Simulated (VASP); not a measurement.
# AlGa5As6 (P-4m2) in VASP: a series of runs, part 2 of 2

VASP 6.6.1. The steps go on from the part before.

## Step 3: Single point, PBE

This run uses another cell than the first one, of 23.58 Å³/atom, 1.125 times its volume.

INCAR reads:

```
SYSTEM = AlGa5As6
  ALGO = Normal
  EDIFF = 1E-6
  ENCUT = 500
  GGA = PE
  GGA_COMPAT = .FALSE.
  ISIF = 2
  ISMEAR = 0
  LASPH = .TRUE.
  LCHARG = .FALSE.
  LREAL = .FALSE.
  LWAVE = .FALSE.
  NBANDS = 61
  NELM = 120
  PREC = Accurate
  SIGMA = 0.1
```

KPOINTS reads:

```
k-points
0
G
  4 4 1
  0 0 0
```

POSCAR reads:

```
AlGa5As6
1.0
    4.0762423069      0.0000000000      0.0000000000
    0.0000000000      4.0762423069      0.0000000000
    0.0000000000      0.0000000000     17.0266664294
Al Ga As
1 5 6
Direct
    0.0000000000      0.0000000000      0.5000000000
    0.0000000000      0.0000000000      0.8331769144
    0.5000000000      0.5000000000      0.0000000000
    0.0000000000      0.0000000000      0.1668230856
    0.5000000000      0.5000000000      0.3336554126
    0.5000000000      0.5000000000      0.6663445874
    0.5000000000      0.0000000000      0.9165682133
    0.0000000000      0.5000000000      0.0834317867
    0.5000000000      0.0000000000      0.2502069048
    0.0000000000      0.5000000000      0.4175113262
    0.5000000000      0.0000000000      0.5824886738
    0.0000000000      0.5000000000      0.7497930952
```

Potentials or basis: VASP PAW PBE potentials, release 64 (Al, Ga_d, As).

Command:

```bash
cat potpaw_PBE.64/Al/POTCAR potpaw_PBE.64/Ga_d/POTCAR potpaw_PBE.64/As/POTCAR > POTCAR
mpirun -np 1 vasp_std > vasp.out
```

OUTCAR:

```text
SYSTEM = AlGa5As6
   EDIFF = 1E-6
   ENCUT = 500
   GGA = PE
   ISIF = 2
   ISMEAR = 0
   LASPH = .TRUE.
   LREAL = .FALSE.
   NELM = 120
   PREC = Accurate

 ion  position               nearest neighbor table
   1  0.000  0.000  0.500-  10 2.48  11 2.48  10 2.48  11 2.48
   2  0.000  0.000  0.833-  12 2.48  12 2.48   7 2.48   7 2.48
   3  0.500  0.500  0.000-   7 2.48   8 2.48   7 2.48   8 2.48
   4  0.000  0.000  0.167-   9 2.48   9 2.48   8 2.48   8 2.48
   5  0.500  0.500  0.334-   9 2.48   9 2.48  10 2.49  10 2.49
   6  0.500  0.500  0.666-  12 2.48  12 2.48  11 2.49  11 2.49
   7  0.500  0.000  0.917-   2 2.48   2 2.48   3 2.48   3 2.48
   8  0.000  0.500  0.083-   4 2.48   4 2.48   3 2.48   3 2.48
   9  0.500  0.000  0.250-   4 2.48   4 2.48   5 2.48   5 2.48
  10  0.000  0.500  0.418-   1 2.48   1 2.48   5 2.49   5 2.49
  11  0.500  0.000  0.582-   1 2.48   1 2.48   6 2.49   6 2.49
  12  0.000  0.500  0.750-   2 2.48   2 2.48   6 2.48   6 2.48

  LATTYP: Found a simple tetragonal cell.
 ALAT       =     4.0762423069
 C/A-ratio  =     4.1770496323

  Lattice vectors:

 A1 = (   4.0762423069,   0.0000000000,   0.0000000000)
 A2 = (   0.0000000000,   4.0762423069,   0.0000000000)
 A3 = (   0.0000000000,   0.0000000000,  17.0266664294)

Analysis of symmetry for initial positions (statically):
=====================================================================
 Subroutine PRICEL returns:
 Original cell was already a primitive cell.

 Routine SETGRP: Setting up the symmetry group for a
 simple tetragonal supercell.

 Subroutine GETGRP returns: Found  8 space group operations
 (whereof  8 operations were pure point group operations)
 out of a pool of 16 trial point group operations.

The static configuration has the point symmetry D_2d.

Analysis of symmetry for dynamics (positions and initial velocities):
=====================================================================
 Subroutine PRICEL returns:
 Original cell was already a primitive cell.

 Routine SETGRP: Setting up the symmetry group for a
 simple tetragonal supercell.

 Subroutine GETGRP returns: Found  8 space group operations
 (whereof  8 operations were pure point group operations)
 out of a pool of 16 trial point group operations.

The dynamic configuration has the point symmetry D_2d.

 Subroutine INISYM returns: Found  8 space group operations
 (whereof  8 operations are pure point group operations),
 and found     1 'primitive' translations

----------------------------------------------------------------------------------------

                                     Primitive cell

  volume of cell :     282.9109

  direct lattice vectors                    reciprocal lattice vectors
     4.076242307  0.000000000  0.000000000     0.245323983  0.000000000  0.000000000
     0.000000000  4.076242307  0.000000000     0.000000000  0.245323983  0.000000000
     0.000000000  0.000000000 17.026666429     0.000000000  0.000000000  0.058731403

  length of vectors
     4.076242307  4.076242307 17.026666429     0.245323983  0.245323983  0.058731403

  position of ions in fractional coordinates (direct lattice)
     0.000000000  0.000000000  0.500000000
     0.000000000  0.000000000  0.833176914
     0.500000000  0.500000000  0.000000000
[... 61 lines left out ...]
   total plane-waves  NPLWV = 113400
   dimension x,y,z NGX =    30 NGY =   30 NGZ =  126
   dimension x,y,z NGXF=    60 NGYF=   60 NGZF=  252
   ions per type =               1   5   6
   NGX,Y,Z   is equivalent  to a cutoff of  12.24, 12.24, 12.30 a.u.
   NGXF,Y,Z  is equivalent  to a cutoff of  24.47, 24.47, 24.60 a.u.
 SYSTEM =  AlGa5As6
   PREC   = accura    normal or accurate (medium, high low for compatibility)
   ISTART =      0    job   : 0-new  1-cont  2-samecut
   ICHARG =      2    charge: 1-file 2-atom 10-const
   ISPIN  =      1    spin polarized calculation?
   LNONCOLLINEAR =      F non collinear calculations
   LSORBIT =      F    spin-orbit coupling
   LASPH  =      T    aspherical Exc in radial PAW
   ENCUT  =  500.0 eV  36.75 Ry    6.06 a.u.   7.43  7.43 31.04*2*pi/ulx,y,z
   NELM   =    120;   NELMIN=  2; NELMDL= -5     # of ELM steps
   EDIFF  = 0.1E-05   stopping-criterion for ELM
   LREAL  =      F    real-space projection
   EDIFFG = 0.1E-04   stopping-criterion for IOM
   NSW    =      0    number of steps for IOM
   IBRION =     -1    ionic relax: 0-MD 1-quasi-New 2-CG
   NFREE  =      0    steps in history (QN), initial steepest desc. (CG)
   ISIF   =      2    stress and relaxation
   ISYM   =      2    0-nonsym 1-usesym 2-fastsym
   POTIM  = 0.5000    time-step for ionic-motion
   TEBEG  =    0.0;   TEEND  =   0.0 temperature during run
   PSTRESS=    0.0 pullay stress
   NELECT =      98.0000    total number of electrons
   NUPDOWN=      -1.0000    fix difference up-down
   EMIN   =  10.00;   EMAX   =-10.00  energy-range for DOS
   EFERMI =   0.00;   METHOD = LEGACY
   ISMEAR =     0;   SIGMA  =   0.10  broadening in eV -4-tet -1-fermi 0-gaus
   EFERMI_NEDOS =   21; number of points for ismear=-14 and -15
   IALGO  =     38    algorithm
   IMIX   =      4    mixing-type and parameters
     AMIX     =   0.40;   BMIX     =  1.00
     AMIX_MAG =   1.60;   BMIX_MAG =  1.00
  volume/ion in A,a.u.               =      23.58       159.10
  Fermi-wavevector in a.u.,A,eV,Ry     =   1.149742  2.172697 17.985626  1.321906
  Thomas-Fermi vector in A             =   2.286410
   LORBIT       =      0    0 simple, 1 ext, 2 COOP (PROOUT), +10 PAW based schemes
   GGA     = PE    functional components
   LHFCALC =     F    Hartree Fock is set to
   AEXX    =    0.0000 exact exchange contribution
   IVDW    =     0    specifies the selected vdW correction
   LEPSILON=     F    determine dielectric tensor
   LRPA    =     F    only Hartree local field effects (RPA)
 non-spin polarized calculation
 Gauss-broadening in eV      SIGMA  =   0.10
  energy-cutoff  :      500.00
  volume of cell :      282.91
 maximum number of plane-waves:      7239
 NGX is ok and might be reduce to    30
   NGX = 15   NGY = 15   NGZ = 63

 number of electron      98.0000132 magnetization

 Free energy of the ion-electron system (eV)
  ---------------------------------------------------
  ext. energy  EPLUGINS =         0.00000000
  ---------------------------------------------------
  free energy    TOTEN  =       -50.42496072 eV

  energy without entropy =      -50.42480191  energy(sigma->0) =      -50.42488132

 E-fermi :   3.7895     XC(G=0):  -9.3056

 val. band max:        3.5912517984   @ k =   0.0000   0.0000   0.0000
 cond. band min:       3.9847944655   @ k =   0.0000   0.0000   0.0000
 fundamental gap:      0.3935426671
 Fermi energy:         3.7895053572

 k-point     1 :       0.0000    0.0000    0.0000
  band No.  band energies     occupation
      1     -11.2127      2.00000
      2     -11.2054      2.00000
      3     -11.1814      2.00000
      4     -11.1541      2.00000
      5     -11.1319      2.00000
      6     -11.1319      2.00000
[... 373 lines left out ...]
     60       7.0847      0.00000
     61       7.4516      0.00000

------------------------ aborting loop because EDIFF is reached ----------------------------------------

  FORCE on cell =-STRESS in cart. coord.  units (eV):
  Direction    XX          YY          ZZ          XY          YZ          ZX
  --------------------------------------------------------------------------------------
  -------------------------------------------------------------------------------------
  Total        0.9053659      0.9053659      0.5381870      0.0000000     -0.0000000      0.0000000
  in kB        5.1272572      5.1272572      3.0478540      0.0000000     -0.0000000      0.0000000
  external PRESSURE =       4.4341228 kB  Pullay stress =       0.0000000 kB

 VOLUME and BASIS-vectors are now :
 -----------------------------------------------------------------------------
  energy-cutoff  :      500.00
  volume of cell :      282.91
      direct lattice vectors                 reciprocal lattice vectors
     4.076242307  0.000000000  0.000000000     0.245323983  0.000000000  0.000000000
     0.000000000  4.076242307  0.000000000     0.000000000  0.245323983  0.000000000
     0.000000000  0.000000000 17.026666429     0.000000000  0.000000000  0.058731403

 POSITION                                       TOTAL-FORCE (eV/Angst)
 -----------------------------------------------------------------------------------
      0.00000      0.00000      8.51333         0.000000     -0.000000     -0.000000
      0.00000      0.00000     14.18623         0.000000     -0.000000      0.001015
      2.03812      2.03812      0.00000         0.000000     -0.000000     -0.000000
      0.00000      0.00000      2.84044         0.000000     -0.000000     -0.001015
      2.03812      2.03812      5.68104        -0.000000     -0.000000     -0.005585
      2.03812      2.03812     11.34563         0.000000      0.000000      0.005585
      2.03812      0.00000     15.60610         0.000000     -0.000000      0.000118
      0.00000      2.03812      1.42057         0.000000     -0.000000     -0.000118
      2.03812      0.00000      4.26019         0.000000     -0.000000      0.002132
      0.00000      2.03812      7.10883         0.000000     -0.000000      0.001363
      2.03812      0.00000      9.91784         0.000000     -0.000000     -0.001363
      0.00000      2.03812     12.76648         0.000000     -0.000000     -0.002132
 -----------------------------------------------------------------------------------
    total drift:                                0.000000      0.000000      0.000000

  FREE ENERGIE OF THE ION-ELECTRON SYSTEM (eV)
  ---------------------------------------------------
  free  energy   TOTEN  =       -50.4249607235 eV

  energy  without entropy=      -50.4248019104  energy(sigma->0) =      -50.42488132
```

Run time: 71 s. Hardware: 1 thread of Intel Xeon 6975P-C (Granite Rapids), shared host; peak memory 0.36 GiB.

What came out:

```
Free energy            : -50.4250 eV
Pressure               : 0.4 GPa
Largest force          : 0.006 eV/Å
Band gap on the k mesh : 0.39 eV, direct
```

Forces on the atoms (eV/Å):
```
Al   0.000  0.000  0.000
Ga   0.000  0.000  0.001
Ga   0.000  0.000  0.000
Ga   0.000  0.000 -0.001
Ga   0.000  0.000 -0.006
Ga   0.000  0.000  0.006
As   0.000  0.000  0.000
As   0.000  0.000  0.000
As   0.000  0.000  0.002
As   0.000  0.000  0.001
As   0.000  0.000 -0.001
As   0.000  0.000 -0.002
```

Stress tensor (GPa, compression positive):
```
0.51 0.00 0.00
0.00 0.51 0.00
0.00 0.00 0.30
```

Levels at points of the mesh, in eV from the valence-band top:
| k point | band 45 | band 46 | band 47 | band 48 | band 49 | band 50 | band 51 | band 52 | band 53 | band 54 |
| --- | --- | --- | --- | --- | --- | --- | --- | --- | --- | --- |
| (0.00, 0.00, 0.00) | -0.95 | -0.95 | -0.05 | -0.05 | 0.00 | 0.39 | 1.38 | 1.55 | 1.59 | 1.68 |
| (0.50, 0.00, 0.00) | -1.19 | -1.15 | -1.13 | -1.12 | -1.12 | 1.46 | 1.52 | 1.53 | 1.89 | 2.59 |
| (0.50, 0.50, 0.00) | -2.97 | -2.47 | -2.47 | -2.46 | -2.45 | 1.51 | 1.51 | 1.60 | 1.91 | 3.21 |

## Step 4: Relaxation of cell and atoms, PBE

INCAR reads:

```
SYSTEM = AlGa5As6
PREC     = Accurate       ! precision mode
ENCUT    = 500            ! plane-wave cutoff, eV
EDIFF    = 1E-7           ! SCF threshold, eV
ISMEAR   = 0              ! smearing method
SIGMA    = 0.1            ! smearing width, eV
LREAL    = .FALSE.        ! projectors in reciprocal space
LASPH    = .TRUE.         ! aspherical terms in the spheres
NELM     = 120            ! most SCF steps
ALGO     = Normal         ! electronic algorithm
ISIF     = 3              ! what is computed and relaxed
LWAVE    = .FALSE.        ! write WAVECAR
LCHARG   = .FALSE.        ! write CHGCAR
GGA      = PE             ! functional
IBRION   = 2              ! ionic algorithm
NSW      = 90             ! ionic steps
EDIFFG   = -0.04          ! ionic threshold
GGA_COMPAT= .FALSE.      
NELMIN   = 4
```

KPOINTS reads:

```
regular mesh
0
G
  4 4 1
  0 0 0
```

POSCAR reads:

```
AlGa5As6
1.0
    3.8995750300      0.0000000000      0.0000000000
    0.0000000000      3.8995750300      0.0000000000
    0.0000000000      0.0000000000     16.5444957000
Al Ga As
1 5 6
Direct
    0.0000000000      0.0000000000      0.5000000000
    0.0000000000      0.0000000000      0.8333333300
    0.5000000000      0.5000000000      0.0000000000
    0.0000000000      0.0000000000      0.1666666700
    0.5000000000      0.5000000000      0.3333333300
    0.5000000000      0.5000000000      0.6666666700
    0.5000000000      0.0000000000      0.9166666700
    0.0000000000      0.5000000000      0.0833333300
    0.5000000000      0.0000000000      0.2500000000
    0.0000000000      0.5000000000      0.4166666700
    0.5000000000      0.0000000000      0.5833333300
    0.0000000000      0.5000000000      0.7500000000
```

Command:

```bash
cat potpaw_PBE.64/Al/POTCAR potpaw_PBE.64/Ga_d/POTCAR potpaw_PBE.64/As/POTCAR > POTCAR
mpirun -np 1 vasp_std > vasp.out
```

Run time: 4.3 min. Hardware: 1 thread of Intel Xeon 6975P-C (Granite Rapids), shared host; peak memory 0.34 GiB.

The run converged. Its results:

```
Free energy                            : -50.4212 eV
Relaxed volume                         : 23.68 Å³/atom
Relaxed cell                           : a = 4.086 Å, b = 4.086 Å, c = 17.020 Å, α = 90.00°, β = 90.00°, γ = 90.00°
Space group after relaxing (to 0.05 Å) : P-4m2 (No. 115)
Energy gained by relaxing              : 80.3 meV/atom
Ionic steps                            : 6
Pressure after relaxing                : 0.1 GPa
Largest force after relaxing           : 0.039 eV/Å
Band gap on the k mesh                 : 0.35 eV, direct
```

Forces on the atoms (eV/Å):
```
Al   0.000  0.000  0.000
Ga   0.000  0.000  0.001
Ga   0.000  0.000  0.000
Ga   0.000  0.000 -0.001
Ga   0.000  0.000  0.039
Ga   0.000  0.000 -0.039
As   0.000  0.000  0.002
As   0.000  0.000 -0.002
As   0.000  0.000  0.001
As   0.000  0.000 -0.012
As   0.000  0.000  0.012
As   0.000  0.000 -0.001
```

Step by step:
| step | energy change (eV) | largest force (eV/Å) | pressure (GPa) | volume (Å³) |
| --- | --- | --- | --- | --- |
| 1 | 0.0000 | 0.1211 | 10.31 | 251.59 |
| 2 | -0.7492 | 0.0516 | -3.15 | 304.00 |
| 3 | -0.9575 | 0.0746 | -0.07 | 284.96 |
| 4 | -0.9573 | 0.0751 | 0.09 | 284.26 |
| 5 | -0.9615 | 0.0416 | 0.10 | 284.22 |
| 6 | -0.9641 | 0.0395 | 0.11 | 284.15 |

Final structure:
```
Al Ga As
1.0
     4.08597    0.00000    0.00000
     0.00000    4.08597    0.00000
     0.00000    0.00000   17.01969
Al Ga As
1 5 6
Direct
  0.00000 0.00000 0.50000
  0.00000 0.00000 0.83335
  0.50000 0.50000 0.00000
  0.00000 0.00000 0.16665
  0.50000 0.50000 0.33325
  0.50000 0.50000 0.66675
  0.50000 0.00000 0.91665
  0.00000 0.50000 0.08335
  0.50000 0.00000 0.24994
  0.00000 0.50000 0.41740
  0.50000 0.00000 0.58260
  0.00000 0.50000 0.75006
```

Levels at points of the mesh, in eV from the valence-band top:
| k point | band 45 | band 46 | band 47 | band 48 | band 49 | band 50 | band 51 | band 52 | band 53 | band 54 |
| --- | --- | --- | --- | --- | --- | --- | --- | --- | --- | --- |
| (0.00, 0.00, 0.00) | -0.96 | -0.96 | -0.07 | -0.07 | 0.00 | 0.35 | 1.37 | 1.52 | 1.55 | 1.67 |
| (0.50, 0.00, 0.00) | -1.20 | -1.17 | -1.14 | -1.14 | -1.13 | 1.43 | 1.49 | 1.51 | 1.87 | 2.56 |
| (0.50, 0.50, 0.00) | -2.96 | -2.46 | -2.46 | -2.45 | -2.44 | 1.52 | 1.52 | 1.60 | 1.91 | 3.22 |

## Step 5: Overview

```csv
task,cell,gap on the mesh (eV),pressure (GPa),largest force (eV/Å)
single point,"a = 3.900, b = 3.900, c = 16.544 Å, 12 atoms",1.25,10.3,0.12
single point,"a = 4.076, b = 4.076, c = 17.027 Å, 12 atoms",0.39,0.4,0.01
relaxation of cell and atoms,"relaxed from a = 3.900, b = 3.900, c = 16.544 Å, 12 atoms",0.35,0.1,0.04
```

Alike in all rows: level PBE; potentials or basis VASP PAW PBE potentials, release 64 (Al, Ga_d, As); no spin polarisation; k mesh 4 × 4 × 1; cutoff (eV) 500; smearing gaussian 0.1 eV.

Total energies depend on the potentials used, so only differences within one code and one set of settings carry meaning.
